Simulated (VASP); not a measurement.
# Au (Pm-3m) in VASP: settings compared

Aim: see how the results for Au move with the level of theory and the settings. Levels: PBE, RPBE+D3(BJ), PBEsol+D3(BJ), PBEsol+D4, PBE+D3(BJ). Tasks: single point.

Everything below comes from runs of VASP 6.6.1. Logs are shortened: lines on timing, memory, paths and dates and some standing lists are left out, and cuts for length are marked.

### 1 The cell of the first run

The structure is cubic, space group Pm-3m (No. 221). The conventional cell has a = 2.748 Å, b = 2.748 Å, c = 2.748 Å, α = 90.00°, β = 90.00°, γ = 90.00°. Within 3.6 Å of Au (site symmetry m-3m) lie 6 Au at 2.75 Å.

### 2 Single point, PBE

INCAR reads:

```
PREC = Accurate
ENCUT = 520
EDIFF = 1E-6
ISMEAR = 0
SIGMA = 0.023
LREAL = False
LASPH = True
NELM = 80
ALGO = Normal
ISIF = 2
LWAVE = False
LCHARG = False
GGA = PE
NBANDS = 12
```

KPOINTS reads:

```
Automatic mesh
0
Gamma
  10 10 10
```

POSCAR reads:

```
Au
1.0
    2.7484100000      0.0000000000      0.0000000000
    0.0000000000      2.7484100000      0.0000000000
    0.0000000000      0.0000000000      2.7484100000
Au
1
Direct
    0.5000000000      0.5000000000      0.5000000000
```

Potentials or basis: VASP PAW PBE potentials, release 64 (Au).

On the command line:

```sh
cat potpaw_PBE.64/Au/POTCAR > POTCAR
mpirun -np 1 vasp_std > vasp.out
```

OUTCAR:

```text
PREC = Accurate
   ENCUT = 520
   EDIFF = 1E-6
   ISMEAR = 0
   LREAL = False
   LASPH = True
   NELM = 80
   ISIF = 2
   GGA = PE

 ion  position               nearest neighbor table
   1  0.500  0.500  0.500-

  LATTYP: Found a simple cubic cell.
 ALAT       =     2.7484100000

  Lattice vectors:

 A1 = (   2.7484100000,   0.0000000000,   0.0000000000)
 A2 = (   0.0000000000,   2.7484100000,   0.0000000000)
 A3 = (   0.0000000000,   0.0000000000,   2.7484100000)

Analysis of symmetry for initial positions (statically):
=====================================================================
 Subroutine PRICEL returns:
 Original cell was already a primitive cell.

 Routine SETGRP: Setting up the symmetry group for a
 simple cubic supercell.

 Subroutine GETGRP returns: Found 48 space group operations
[... 9 lines left out ...]

 Routine SETGRP: Setting up the symmetry group for a
 simple cubic supercell.

 Subroutine GETGRP returns: Found 48 space group operations
[... 11 lines left out ...]
                                     Primitive cell

  volume of cell :      20.7608

  direct lattice vectors                    reciprocal lattice vectors
     2.748410000  0.000000000  0.000000000     0.363846733  0.000000000  0.000000000
     0.000000000  2.748410000  0.000000000     0.000000000  0.363846733  0.000000000
     0.000000000  0.000000000  2.748410000     0.000000000  0.000000000  0.363846733

  length of vectors
     2.748410000  2.748410000  2.748410000     0.363846733  0.363846733  0.363846733

  position of ions in fractional coordinates (direct lattice)
     0.500000000  0.500000000  0.500000000

  ion indices of the primitive-cell ions
   primitive index   ion index
                 1           1

----------------------------------------------------------------------------------------

 KPOINTS: Automatic mesh

Automatic generation of k-mesh.
 Grid dimensions read from file:
 generate k-points for:   10   10   10

 Generating k-lattice:

  Cartesian coordinates                     Fractional coordinates (reciprocal lattice)
     0.036384673  0.000000000  0.000000000     0.100000000  0.000000000  0.000000000
     0.000000000  0.036384673  0.000000000     0.000000000  0.100000000  0.000000000
     0.000000000  0.000000000  0.036384673     0.000000000  0.000000000  0.100000000

  Length of vectors
     0.036384673  0.036384673  0.036384673

  Shift w.r.t. Gamma in fractional coordinates (k-lattice)
     0.000000000  0.000000000  0.000000000

 Subroutine IBZKPT returns following result:
 ===========================================

 Found     56 irreducible k-points:

 Following reciprocal coordinates:
            Coordinates               Weight
  0.000000  0.000000  0.000000      1.000000
  0.100000  0.000000  0.000000      6.000000
  0.200000  0.000000  0.000000      6.000000
  0.300000  0.000000  0.000000      6.000000
  0.400000  0.000000  0.000000      6.000000
  0.500000  0.000000  0.000000      3.000000
[... 16 lines left out ...]
  0.200000  0.100000  0.100000     24.000000
  0.300000  0.100000  0.100000     24.000000
 [... further k-points ...]
   k-points           NKPTS =     56   k-points in BZ     NKDIM =     56   number of bands    NBANDS=     12
   number of dos      NEDOS =    301   number of ions     NIONS =      1
   total plane-waves  NPLWV =   8000
   dimension x,y,z NGX =    20 NGY =   20 NGZ =   20
   dimension x,y,z NGXF=    40 NGYF=   40 NGZF=   40
   ions per type =               1
   NGX,Y,Z   is equivalent  to a cutoff of  12.10, 12.10, 12.10 a.u.
   NGXF,Y,Z  is equivalent  to a cutoff of  24.20, 24.20, 24.20 a.u.
 SYSTEM =  unknown system
   PREC   = accura    normal or accurate (medium, high low for compatibility)
   ISTART =      0    job   : 0-new  1-cont  2-samecut
   ICHARG =      2    charge: 1-file 2-atom 10-const
   ISPIN  =      1    spin polarized calculation?
   LNONCOLLINEAR =      F non collinear calculations
   LSORBIT =      F    spin-orbit coupling
   LASPH  =      T    aspherical Exc in radial PAW
   ENCUT  =  520.0 eV  38.22 Ry    6.18 a.u.   5.11  5.11  5.11*2*pi/ulx,y,z
   NELM   =     80;   NELMIN=  2; NELMDL= -5     # of ELM steps
   EDIFF  = 0.1E-05   stopping-criterion for ELM
   LREAL  =      F    real-space projection
   EDIFFG = 0.1E-04   stopping-criterion for IOM
   NSW    =      0    number of steps for IOM
   IBRION =     -1    ionic relax: 0-MD 1-quasi-New 2-CG
   NFREE  =      0    steps in history (QN), initial steepest desc. (CG)
   ISIF   =      2    stress and relaxation
   ISYM   =      2    0-nonsym 1-usesym 2-fastsym
   POTIM  = 0.5000    time-step for ionic-motion
   TEBEG  =    0.0;   TEEND  =   0.0 temperature during run
   PSTRESS=    0.0 pullay stress
   NELECT =      11.0000    total number of electrons
   NUPDOWN=      -1.0000    fix difference up-down
   EMIN   =  10.00;   EMAX   =-10.00  energy-range for DOS
   EFERMI =   0.00;   METHOD = LEGACY
   ISMEAR =     0;   SIGMA  =   0.02  broadening in eV -4-tet -1-fermi 0-gaus
   EFERMI_NEDOS =   21; number of points for ismear=-14 and -15
   IALGO  =     38    algorithm
   IMIX   =      4    mixing-type and parameters
     AMIX     =   0.40;   BMIX     =  1.00
     AMIX_MAG =   1.60;   BMIX_MAG =  1.00
  volume/ion in A,a.u.               =      20.76       140.10
  Fermi-wavevector in a.u.,A,eV,Ry     =   1.324720  2.503358 23.876646  1.754884
  Thomas-Fermi vector in A             =   2.454234
   LORBIT       =      0    0 simple, 1 ext, 2 COOP (PROOUT), +10 PAW based schemes
   GGA     = PE    functional components
   LHFCALC =     F    Hartree Fock is set to
   AEXX    =    0.0000 exact exchange contribution
   IVDW    =     0    specifies the selected vdW correction
   LEPSILON=     F    determine dielectric tensor
   LRPA    =     F    only Hartree local field effects (RPA)
 non-spin polarized calculation
 Gauss-broadening in eV      SIGMA  =   0.02
  energy-cutoff  :      520.00
  volume of cell :       20.76
 maximum number of plane-waves:       587
   NGX = 11   NGY = 11   NGZ = 11

 number of electron      10.9999996 magnetization

 Free energy of the ion-electron system (eV)
  ---------------------------------------------------
  ext. energy  EPLUGINS =         0.00000000
  ---------------------------------------------------
  free energy    TOTEN  =        -3.01162109 eV

  energy without entropy =       -3.01142605  energy(sigma->0) =       -3.01152357

 E-fermi :   6.3219     XC(G=0): -11.4227

 val. band max:        6.1791273473   @ k =   0.4000   0.3000   0.0000
 cond. band min:       6.3376060799   @ k =   0.4000   0.2000   0.2000
 fundamental gap:      0.1584787326
 Fermi energy:         6.3218724619

 k-point     1 :       0.0000    0.0000    0.0000
  band No.  band energies     occupation
      1      -1.4733      2.00000
      2       0.6770      2.00000
      3       0.6770      2.00000
      4       4.8366      2.00000
      5       4.8366      2.00000
      6       4.8366      2.00000
      7      20.1113      0.00000
      8      20.1113      0.00000
      9      20.1113      0.00000
     10      24.9196      0.00000
     11      27.3526      0.00000
     12      27.3526      0.00000

 k-point     2 :       0.1000    0.0000    0.0000
  band No.  band energies     occupation
      1      -1.2360      2.00000
      2       0.7131      2.00000
      3       0.8683      2.00000
      4       4.6810      2.00000
      5       4.6810      2.00000
      6       4.8493      2.00000
      7      18.3505      0.00000
      8      20.5028      0.00000
      9      20.5028      0.00000
     10      25.7088      0.00000
     11      26.6061      0.00000
     12      28.6323      0.00000

 k-point     3 :       0.2000    0.0000    0.0000
  band No.  band energies     occupation
      1      -0.6446      2.00000
      2       0.8088      2.00000
      3       1.5086      2.00000
      4       4.2971      2.00000
      5       4.2971      2.00000
      6       4.8825      2.00000
      7      15.4400      0.00000
      8      21.5655      0.00000
      9      21.5655      0.00000
     10      25.1568      0.00000
     11      25.9544      0.00000
     12      32.0761      0.00000

 k-point     4 :       0.3000    0.0000    0.0000
  band No.  band energies     occupation
      1      -0.0078      2.00000
      2       0.9304      2.00000
      3       2.7390      2.00000
      4       3.8621      2.00000
      5       3.8621      2.00000
      6       4.9238      2.00000
      7      12.5674      0.00000
      8      23.0273      0.00000
      9      23.0273      0.00000
     10      23.8159      0.00000
     11      25.6692      0.00000
     12      32.7233      0.00000

 k-point     5 :       0.4000    0.0000    0.0000
  band No.  band energies     occupation
      1       0.4365      2.00000
      2       1.0317      2.00000
      3       3.5362      2.00000
      4       3.5362      2.00000
      5       4.4875      2.00000
      6       4.9576      2.00000
      7       9.9468      0.00000
      8      22.9161      0.00000
      9      24.4922      0.00000
     10      24.4922      0.00000
     11      25.0451      0.00000
     12      31.5747      0.00000
[... 228 lines left out ...]
      1       0.7398      2.00000
      2       1.4097      2.00000
      3       3.6678      2.00000
      4       3.6678      2.00000
      5       5.9749      2.00000
      6      10.1186      0.00000
      7      10.1186      0.00000
      8      12.6483      0.00000
      9      17.7240      0.00000
     10      26.7607      0.00000
     11      26.7607      0.00000
     12      28.5421      0.00000

 k-point    22 :       0.1000    0.1000    0.1000
  band No.  band energies     occupation
      1      -0.7462      2.00000
      2       1.0087      2.00000
      3       1.0087      2.00000
      4       4.5024      2.00000
      5       4.5507      2.00000
      6       4.5507      2.00000
      7      18.5466      0.00000
      8      19.3208      0.00000
      9      19.3208      0.00000
     10      27.7331      0.00000
     11      27.7331      0.00000
     12      28.3938      0.00000

 k-point    23 :       0.2000    0.1000    0.1000
  band No.  band energies     occupation
      1      -0.1410      2.00000
      2       1.1047      2.00000
      3       1.6150      2.00000
      4       4.1420      2.00000
      5       4.1534      2.00000
      6       4.5787      2.00000
      7      16.0664      0.00000
      8      19.6728      0.00000
      9      20.2675      0.00000
     10      26.4064      0.00000
     11      28.5801      0.00000
     12      30.4504      0.00000

 k-point    24 :       0.3000    0.1000    0.1000
  band No.  band energies     occupation
      1       0.4812      2.00000
      2       1.2292      2.00000
      3       2.6248      2.00000
      4       3.6777      2.00000
      5       3.9778      2.00000
      6       4.6296      2.00000
      7      13.1531      0.00000
      8      20.7751      0.00000
      9      21.4499      0.00000
     10      25.2043      0.00000
     11      27.7792      0.00000
     12      30.3640      0.00000

 [... further k-points ...]

------------------------ aborting loop because EDIFF is reached ----------------------------------------

  FORCE on cell =-STRESS in cart. coord.  units (eV):
  Direction    XX          YY          ZZ          XY          YZ          ZX
  --------------------------------------------------------------------------------------
  -------------------------------------------------------------------------------------
  Total        0.0070668      0.0070668      0.0070668      0.0000000      0.0000000     -0.0000000
  in kB        0.5453662      0.5453662      0.5453662      0.0000000      0.0000000     -0.0000000
  external PRESSURE =       0.5453662 kB  Pullay stress =       0.0000000 kB

 VOLUME and BASIS-vectors are now :
 -----------------------------------------------------------------------------
  energy-cutoff  :      520.00
  volume of cell :       20.76
      direct lattice vectors                 reciprocal lattice vectors
     2.748410000  0.000000000  0.000000000     0.363846733  0.000000000  0.000000000
     0.000000000  2.748410000  0.000000000     0.000000000  0.363846733  0.000000000
     0.000000000  0.000000000  2.748410000     0.000000000  0.000000000  0.363846733

 POSITION                                       TOTAL-FORCE (eV/Angst)
 -----------------------------------------------------------------------------------
      1.37420      1.37420      1.37420         0.000000      0.000000      0.000000
 -----------------------------------------------------------------------------------
    total drift:                               -0.000000      0.000000     -0.000000

  FREE ENERGIE OF THE ION-ELECTRON SYSTEM (eV)
  ---------------------------------------------------
  free  energy   TOTEN  =        -3.0116210946 eV

  energy  without entropy=       -3.0114260494  energy(sigma->0) =       -3.01152357
```

Wall time 13 s (1 thread of Intel Xeon 8259CL, shared host); peak memory 0.13 GiB.

Results:

- Free energy: -3.0116 eV
- Pressure: 0.1 GPa

Caveat: spin-orbit coupling is left out, which moves the levels of the heavy elements.

### 3 Single point, RPBE+D3(BJ)

This run uses another cell than the first one, of 17.26 Å³/atom, 0.831 times its volume.

INCAR reads:

```
SYSTEM = Au
  PREC = Accurate
  ENCUT = 520
  EDIFF = 1E-6
  ISMEAR = -1
  SIGMA = 0.05
  LREAL = .False.
  LASPH = .True.
  NELM = 100
  ALGO = Normal
  ISIF = 2
  LWAVE = .False.
  LCHARG = .True.
  GGA = RP
  IVDW = 12
  LELF = .True.
  LVHAR = .True.
  NBANDS = 12
```

KPOINTS reads:

```
Automatic mesh
0
Gamma
  10 10 10
  0 0 0
```

POSCAR reads:

```
Au
1.0
    2.5840758528      0.0000000000      0.0000000000
    0.0000000000      2.5840758528      0.0000000000
    0.0000000000      0.0000000000      2.5840758528
Au
1
Direct
    0.5000000000      0.5000000000      0.5000000000
```

Potentials or basis: VASP PAW PBE potentials, release 64 (Au).

On the command line:

```sh
cat potpaw_PBE.64/Au/POTCAR > POTCAR
mpirun -np 1 vasp_std > vasp.out
```

OUTCAR:

```text
SYSTEM = Au
   PREC = Accurate
   ENCUT = 520
   EDIFF = 1E-6
   ISMEAR = -1
   LREAL = .False.
   LASPH = .True.
   NELM = 100
   ISIF = 2
   GGA = RP
   IVDW = 12
 IVDW          = 12

 ion  position               nearest neighbor table
   1  0.500  0.500  0.500-

  LATTYP: Found a simple cubic cell.
 ALAT       =     2.5840758528

  Lattice vectors:

 A1 = (   2.5840758528,   0.0000000000,   0.0000000000)
 A2 = (   0.0000000000,   2.5840758528,   0.0000000000)
 A3 = (   0.0000000000,   0.0000000000,   2.5840758528)

Analysis of symmetry for initial positions (statically):
=====================================================================
 Subroutine PRICEL returns:
 Original cell was already a primitive cell.

 Routine SETGRP: Setting up the symmetry group for a
 simple cubic supercell.

 Subroutine GETGRP returns: Found 48 space group operations
[... 9 lines left out ...]

 Routine SETGRP: Setting up the symmetry group for a
 simple cubic supercell.

 Subroutine GETGRP returns: Found 48 space group operations
[... 11 lines left out ...]
                                     Primitive cell

  volume of cell :      17.2550

  direct lattice vectors                    reciprocal lattice vectors
[... 146 lines left out ...]
      5       7.6186      2.00000
      6       7.6186      2.00000
      7      23.9688      0.00000
      8      23.9688      0.00000
      9      23.9688      0.00000
     10      29.7512      0.00000
     11      32.3704      0.00000
     12      32.3704      0.00000
[... 331 lines left out ...]
 k-point    24 :       0.3000    0.1000    0.1000
  band No.  band energies     occupation
      1       1.9625      2.00000
      2       2.7549      2.00000
      3       4.4935      2.00000
      4       5.9803      2.00000
      5       6.3850      2.00000
      6       7.3203      2.00000
      7      16.7529      0.00000
      8      24.9628      0.00000
      9      25.6199      0.00000
     10      29.0940      0.00000
     11      32.7258      0.00000
     12      35.2077      0.00000

 [... further k-points ...]

------------------------ aborting loop because EDIFF is reached ----------------------------------------

 Edisp (eV)   -3.28252

 E8    (eV) :    -2.1569

  FORCE on cell =-STRESS in cart. coord.  units (eV):
  Direction    XX          YY          ZZ          XY          YZ          ZX
  --------------------------------------------------------------------------------------
  -------------------------------------------------------------------------------------
  Total      -0.04718    -0.04718    -0.04718    -0.00000    -0.00000    -0.00000
  in kB      -4.38084    -4.38084    -4.38084    -0.00000    -0.00000    -0.00000
  external pressure =       -4.38 kB  Pullay stress =        0.00 kB

 VOLUME and BASIS-vectors are now :
 -----------------------------------------------------------------------------
  energy-cutoff  :      520.00
  volume of cell :       17.26
      direct lattice vectors                 reciprocal lattice vectors
     2.584075853  0.000000000  0.000000000     0.386985544  0.000000000  0.000000000
     0.000000000  2.584075853  0.000000000     0.000000000  0.386985544  0.000000000
     0.000000000  0.000000000  2.584075853     0.000000000  0.000000000  0.386985544

 POSITION                                       TOTAL-FORCE (eV/Angst)
 -----------------------------------------------------------------------------------
      1.29204      1.29204      1.29204         0.000000      0.000000      0.000000
 -----------------------------------------------------------------------------------
    total drift:                               -0.000000      0.000000     -0.000000

  FREE ENERGIE OF THE ION-ELECTRON SYSTEM (eV)
  ---------------------------------------------------
  free  energy   TOTEN  =        -5.3679677901 eV

  energy  without entropy=       -5.3629368335  energy(sigma->0) =       -5.36545231
```

OSZICAR:

```text
N       E                     dE             d eps       ncg     rms          rms(c)
DAV:   1     0.522625754570E+02    0.52263E+02   -0.58498E+03  1344   0.843E+02
DAV:   2    -0.164451210062E+01   -0.53907E+02   -0.50966E+02  1576   0.189E+02
DAV:   3    -0.234335714021E+01   -0.69885E+00   -0.69848E+00  1572   0.211E+01
DAV:   4    -0.234571359551E+01   -0.23565E-02   -0.23564E-02  1524   0.139E+00
DAV:   5    -0.234573284625E+01   -0.19251E-04   -0.19250E-04  1572   0.124E-01    0.108E+01
DAV:   6    -0.210956585684E+01    0.23617E+00   -0.58769E-01  1408   0.620E+00    0.696E+00
DAV:   7    -0.208836009372E+01    0.21206E-01   -0.60580E-02  1536   0.202E+00    0.303E+00
DAV:   8    -0.208547701615E+01    0.28831E-02   -0.43437E-03  1480   0.569E-01    0.287E-01
DAV:   9    -0.208544069537E+01    0.36321E-04   -0.10237E-04  1500   0.858E-02    0.298E-02
DAV:  10    -0.208544923380E+01   -0.85384E-05   -0.54598E-06  1508   0.204E-02    0.458E-03
DAV:  11    -0.208544907539E+01    0.15840E-06   -0.71049E-08   796   0.235E-03
   1 F= -.53679678E+01 E0= -.53654523E+01  d E =-.503096E-02
```

stdout:

```text
POSCAR found type information on POSCAR Au
 POSCAR found :  1 types and       1 ions
 scaLAPACK will be used
 -----------------------------------------------------------------------------
|                                                                             |
|                                                                             |
|     You enforced a specific xc type in the INCAR file but a different       |
|     I HOPE YOU KNOW WHAT YOU ARE DOING!                                     |
|                                                                             |
 -----------------------------------------------------------------------------

 LDA part: xc-table for (Slater+PW92), standard interpolation
 POSCAR, INCAR and KPOINTS ok, starting setup
 FFT: planning ... GRIDC
 FFT: planning ... GRID_SOFT
 FFT: planning ... GRID
 WAVECAR not read
 entering main loop
```

Run time: 9 s. Hardware: 1 thread of Intel Xeon 6975P-C, shared host; peak memory 0.14 GiB.

What came out:

```yaml
Free_energy: -5.3680 eV
Pressure: -0.4 GPa
Dispersion_energy_per_atom: -3.283 eV
```

Levels at points of the mesh, in eV from the Fermi level:
```tsv
k point	band 1	band 2	band 3	band 4	band 5	band 6	band 7	band 8	band 9	band 10
(0.00, 0.00, 0.00)	-9.46	-7.15	-7.15	-1.54	-1.54	-1.54	14.81	14.81	14.81	20.59
(0.50, 0.00, 0.00)	-7.06	-6.61	-3.53	-3.53	-1.35	-1.32	2.87	16.39	19.35	20.74
(0.50, 0.50, 0.00)	-7.20	-6.09	-3.17	-3.17	0.01	3.75	3.75	8.27	12.48	21.33
(0.50, 0.50, 0.50)	-6.28	-6.28	-6.28	0.14	0.14	9.33	9.33	9.33	9.65	15.59
```

Caveat: the PAW data sets were made with another functional, which shifts forces and pressure a little; spin-orbit coupling is left out, which moves the levels of the heavy elements; pairwise dispersion overbinds metals, which lowers pressure and volume.

(Continued in part 2 of 3.)
